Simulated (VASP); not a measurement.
# C (P6_3/mmc) in VASP: further runs, part 2 of 2

VASP 6.6.1.

## 4. Single point, r2SCAN+D3(BJ)

This run uses another cell than the first one, of 8.79 Å³/atom, 1.005 times its volume.

The input, POSCAR:

```
C
1.0
    2.4554649471      0.0000000000      0.0000000000
   -1.2277324736      2.1264950223      0.0000000000
    0.0000000000      0.0000000000      6.7303720846
C
4
Direct
    0.0000000000      0.0000000000      0.7500000000
    0.0000000000      0.0000000000      0.2500000000
    0.3333333333      0.6666666667      0.7500000000
    0.6666666667      0.3333333333      0.2500000000
```

The input, INCAR.step1:

```
SYSTEM = C
  PREC = Accurate
  ENCUT = 520
  ISMEAR = -1
  SIGMA = 0.15
  LREAL = .FALSE.
  LASPH = .TRUE.
  NELM = 60
  NBANDS = 16
  GGA = PE
  ALGO = Normal
  EDIFF = 1E-4
  LWAVE = .TRUE.
  LCHARG = .FALSE.
```

The input, INCAR.step2:

```
SYSTEM = C
  PREC = Accurate
  ENCUT = 520
  EDIFF = 1E-6
  ISMEAR = -1
  SIGMA = 0.15
  LREAL = .FALSE.
  LASPH = .TRUE.
  NELM = 60
  ALGO = Normal
  ISIF = 2
  LWAVE = .FALSE.
  LCHARG = .FALSE.
  METAGGA = R2SCAN
  LMIXTAU = .TRUE.
  IVDW = 12
  VDW_S6 = 1.0
  VDW_S8 = 0.78981345
  VDW_A1 = 0.49484001
  VDW_A2 = 5.73083694
  NBANDS = 16
  ISTART = 1
```

The input, KPOINTS:

```
Automatic mesh
0
G
  21 21 6
  0 0 0
```

Potentials or basis: VASP PAW PBE potentials, release 64 (C).

Run with:

```sh
cat potpaw_PBE.64/C/POTCAR > POTCAR
cp INCAR.step1 INCAR
mpirun -np 1 vasp_std > vasp.out
cp INCAR.step2 INCAR
mpirun -np 1 vasp_std > vasp.out
```

OUTCAR:

```text
SYSTEM = C
   PREC = Accurate
   ENCUT = 520
   EDIFF = 1E-6
   ISMEAR = -1
   LREAL = .FALSE.
   LASPH = .TRUE.
   NELM = 60
   ISIF = 2
   METAGGA = R2SCAN
   IVDW = 12
   ISTART = 1
 IVDW          = 12

 ion  position               nearest neighbor table
   1  0.000  0.000  0.750-   3 1.42   3 1.42   3 1.42
   2  0.000  0.000  0.250-   4 1.42   4 1.42   4 1.42
   3  0.333  0.667  0.750-   1 1.42   1 1.42   1 1.42
   4  0.667  0.333  0.250-   2 1.42   2 1.42   2 1.42

  LATTYP: Found a hexagonal cell.
 ALAT       =     2.4554649471
 C/A-ratio  =     2.7409766499

  Lattice vectors:

 A1 = (   2.4554649471,   0.0000000000,   0.0000000000)
 A2 = (  -1.2277324736,   2.1264950223,   0.0000000000)
 A3 = (   0.0000000000,   0.0000000000,   6.7303720846)

Analysis of symmetry for initial positions (statically):
=====================================================================
 Subroutine PRICEL returns:
 Original cell was already a primitive cell.

 Routine SETGRP: Setting up the symmetry group for a
 hexagonal supercell.

 Subroutine GETGRP returns: Found 24 space group operations
 (whereof 12 operations were pure point group operations)
 out of a pool of 24 trial point group operations.

The static configuration has the point symmetry D_3d.
 The point group associated with its full space group is D_6h.

Analysis of symmetry for dynamics (positions and initial velocities):
=====================================================================
 Subroutine PRICEL returns:
 Original cell was already a primitive cell.

 Routine SETGRP: Setting up the symmetry group for a
 hexagonal supercell.

 Subroutine GETGRP returns: Found 24 space group operations
 (whereof 12 operations were pure point group operations)
 out of a pool of 24 trial point group operations.

The dynamic configuration has the point symmetry D_3d.
 The point group associated with its full space group is D_6h.

 Subroutine INISYM returns: Found 24 space group operations
 (whereof 12 operations are pure point group operations),
 and found     1 'primitive' translations

----------------------------------------------------------------------------------------

                                     Primitive cell

  volume of cell :      35.1429

  direct lattice vectors                    reciprocal lattice vectors
     2.455464947  0.000000000  0.000000000     0.407254846  0.235128695  0.000000000
    -1.227732474  2.126495022  0.000000000     0.000000000  0.470257390  0.000000000
     0.000000000  0.000000000  6.730372085     0.000000000  0.000000000  0.148580195

  length of vectors
     2.455464947  2.455464947  6.730372085     0.470257390  0.470257390  0.148580195

  position of ions in fractional coordinates (direct lattice)
     0.000000000  0.000000000  0.750000000
     0.000000000  0.000000000  0.250000000
     0.333333333  0.666666667  0.750000000
     0.666666667  0.333333333  0.250000000

  ion indices of the primitive-cell ions
   primitive index   ion index
                 1           1
                 2           2
                 3           3
                 4           4

----------------------------------------------------------------------------------------

 KPOINTS: Automatic mesh

Automatic generation of k-mesh.
 Grid dimensions read from file:
[... 23 lines left out ...]
  0.047619  0.000000  0.000000      6.000000
  0.095238  0.000000  0.000000      6.000000
  0.142857  0.000000  0.000000      6.000000
  0.190476  0.000000  0.000000      6.000000
  0.238095  0.000000  0.000000      6.000000
[... 16 lines left out ...]
  0.142857  0.095238  0.000000     12.000000
  0.190476  0.095238  0.000000     12.000000
 [... further k-points ...]
   k-points           NKPTS =    192   k-points in BZ     NKDIM =    192   number of bands    NBANDS=     16
   number of dos      NEDOS =    301   number of ions     NIONS =      4
   total plane-waves  NPLWV =  16200
   dimension x,y,z NGX =    18 NGY =   18 NGZ =   50
   dimension x,y,z NGXF=    36 NGYF=   36 NGZF=  100
   ions per type =               4
   NGX,Y,Z   is equivalent  to a cutoff of  12.19, 12.19, 12.35 a.u.
   NGXF,Y,Z  is equivalent  to a cutoff of  24.37, 24.37, 24.70 a.u.
 SYSTEM =  C
   PREC   = accura    normal or accurate (medium, high low for compatibility)
   ISTART =      1    job   : 0-new  1-cont  2-samecut
   ICHARG =      0    charge: 1-file 2-atom 10-const
   ISPIN  =      1    spin polarized calculation?
   LNONCOLLINEAR =      F non collinear calculations
   LSORBIT =      F    spin-orbit coupling
   LASPH  =      T    aspherical Exc in radial PAW
   ENCUT  =  520.0 eV  38.22 Ry    6.18 a.u.   4.57  4.57 12.51*2*pi/ulx,y,z
   NELM   =     60;   NELMIN=  2; NELMDL=  0     # of ELM steps
   EDIFF  = 0.1E-05   stopping-criterion for ELM
   LREAL  =      F    real-space projection
   EDIFFG = 0.1E-04   stopping-criterion for IOM
   NSW    =      0    number of steps for IOM
   IBRION =     -1    ionic relax: 0-MD 1-quasi-New 2-CG
   NFREE  =      0    steps in history (QN), initial steepest desc. (CG)
   ISIF   =      2    stress and relaxation
   ISYM   =      2    0-nonsym 1-usesym 2-fastsym
   POTIM  = 0.5000    time-step for ionic-motion
   TEBEG  =    0.0;   TEEND  =   0.0 temperature during run
   PSTRESS=    0.0 pullay stress
   NELECT =      16.0000    total number of electrons
   NUPDOWN=      -1.0000    fix difference up-down
   EMIN   =  10.00;   EMAX   =-10.00  energy-range for DOS
   EFERMI =   0.00;   METHOD = LEGACY
   ISMEAR =    -1;   SIGMA  =   0.15  broadening in eV -4-tet -1-fermi 0-gaus
   EFERMI_NEDOS =   21; number of points for ismear=-14 and -15
   IALGO  =     38    algorithm
   IMIX   =      4    mixing-type and parameters
     AMIX     =   0.40;   BMIX     =  1.00
     AMIX_MAG =   1.60;   BMIX_MAG =  1.00
  volume/ion in A,a.u.               =       8.79        59.29
  Fermi-wavevector in a.u.,A,eV,Ry     =   1.259416  2.379951 21.580580  1.586128
  Thomas-Fermi vector in A             =   2.392977
   LORBIT       =      0    0 simple, 1 ext, 2 COOP (PROOUT), +10 PAW based schemes
   METAGGA = R2SCAN    functional components
   LHFCALC =     F    Hartree Fock is set to
   AEXX    =    0.0000 exact exchange contribution
   IVDW    =    12    specifies the selected vdW correction
   LEPSILON=     F    determine dielectric tensor
   LRPA    =     F    only Hartree local field effects (RPA)
 non-spin polarized calculation
  energy-cutoff  :      520.00
  volume of cell :       35.14
 maximum number of plane-waves:       979
   NGX =  9   NGY =  9   NGZ = 25

 number of electron      15.9999994 magnetization

 Free energy of the ion-electron system (eV)
  ---------------------------------------------------
  ext. energy  EPLUGINS =         0.00000000
  ---------------------------------------------------
  free energy    TOTEN  =       -39.74733898 eV

  energy without entropy =      -39.74304080  energy(sigma->0) =      -39.74518989

 E-fermi :   4.6756     XC(G=0): -11.1237

 val. band max:        4.6739490362   @ k =   0.3333   0.3333   0.5000
 cond. band min:       5.0248705218   @ k =   0.3333   0.3333   0.3333
 fundamental gap:      0.3509214856
 Fermi energy:         4.6756348776

 k-point     1 :       0.0000    0.0000    0.0000
  band No.  band energies     occupation
      1     -16.3108      2.00000
      2     -16.0209      2.00000
      3      -4.3674      2.00000
      4      -2.3828      2.00000
      5       1.4634      2.00000
      6       1.4634      2.00000
[... 433 lines left out ...]
      3      -3.0216      2.00000
      4      -2.9420      2.00000
      5      -2.4500      2.00000
      6      -1.2070      2.00000
[... 8 lines left out ...]
     15      17.2347      0.00000
     16      17.4657      0.00000

 [... further k-points ...]

------------------------ aborting loop because EDIFF is reached ----------------------------------------

 Edisp (eV)   -0.30425

 E8    (eV) :    -0.0636

  FORCE on cell =-STRESS in cart. coord.  units (eV):
  Direction    XX          YY          ZZ          XY          YZ          ZX
  --------------------------------------------------------------------------------------
  -------------------------------------------------------------------------------------
  Total       0.23584     0.23584    -0.02528    -0.00000    -0.00000     0.00000
  in kB      10.75197    10.75197    -1.15233    -0.00000    -0.00000     0.00000
  external pressure =        6.78 kB  Pullay stress =        0.00 kB

 VOLUME and BASIS-vectors are now :
 -----------------------------------------------------------------------------
  energy-cutoff  :      520.00
  volume of cell :       35.14
      direct lattice vectors                 reciprocal lattice vectors
     2.455464947  0.000000000  0.000000000     0.407254846  0.235128695  0.000000000
    -1.227732474  2.126495022  0.000000000     0.000000000  0.470257390  0.000000000
     0.000000000  0.000000000  6.730372085     0.000000000  0.000000000  0.148580195

 POSITION                                       TOTAL-FORCE (eV/Angst)
 -----------------------------------------------------------------------------------
      0.00000      0.00000      5.04778        -0.000000      0.000000     -0.000000
      0.00000      0.00000      1.68259         0.000000     -0.000000      0.000000
     -0.00000      1.41766      5.04778        -0.000000     -0.000000     -0.000000
      1.22773      0.70883      1.68259         0.000000     -0.000000      0.000000
 -----------------------------------------------------------------------------------
    total drift:                               -0.000000      0.000000      0.000000

  FREE ENERGIE OF THE ION-ELECTRON SYSTEM (eV)
  ---------------------------------------------------
  free  energy   TOTEN  =       -40.0515920399 eV

  energy  without entropy=      -40.0472938617  energy(sigma->0) =      -40.04944295
```

Wall time 3.6 min (1 thread of Intel Xeon Platinum 8488C (Sapphire Rapids), shared host); peak memory 0.21 GiB.

What came out:

```yaml
Free_energy: -40.0516 eV
Pressure: 0.7 GPa
Band_gap_on_the_k_mesh: zero (band 8 reaches 4.67 eV, above the bottom of band 9 at 4.64 eV)
Dispersion_energy_per_atom: -0.076 eV
```

Levels at points of the mesh, in eV from the Fermi level:
```tsv
k point	band 6	band 7	band 8	band 9	band 10	band 11
(0.00, 0.00, 0.00)	-3.21	-3.19	-3.19	4.41	8.72	8.72
(0.00, 0.00, 0.50)	-3.20	-3.20	-3.20	7.16	7.16	8.74
```

Caveat: the PAW data sets were made with another functional, which shifts forces and pressure a little.

## 5. Overview

| cell | k mesh | smearing | gap on the mesh (eV) | pressure (GPa) |
| --- | --- | --- | --- | --- |
| a = 2.456, b = 2.456, c = 6.696 Å, angles 90.0, 90.0, 120.0°, 4 atoms | 9 × 9 × 4 | gaussian 0.1 eV | none | 0.6 |
| a = 2.455, b = 2.455, c = 6.730 Å, angles 90.0, 90.0, 120.0°, 4 atoms | 21 × 21 × 6 | gaussian 0.1 eV | none | 0.7 |
| a = 2.455, b = 2.455, c = 6.730 Å, angles 90.0, 90.0, 120.0°, 4 atoms | 21 × 21 × 6 | fermi-dirac 0.15 eV | none | 0.7 |

Alike in all rows: task single point; level r2SCAN+D3(BJ); potentials or basis VASP PAW PBE potentials, release 64 (C); no spin polarisation; cutoff (eV) 520.

Caveats: the PAW data sets were made with another functional, which shifts forces and pressure a little.

Absolute energies hang on the potentials; compare differences alone.
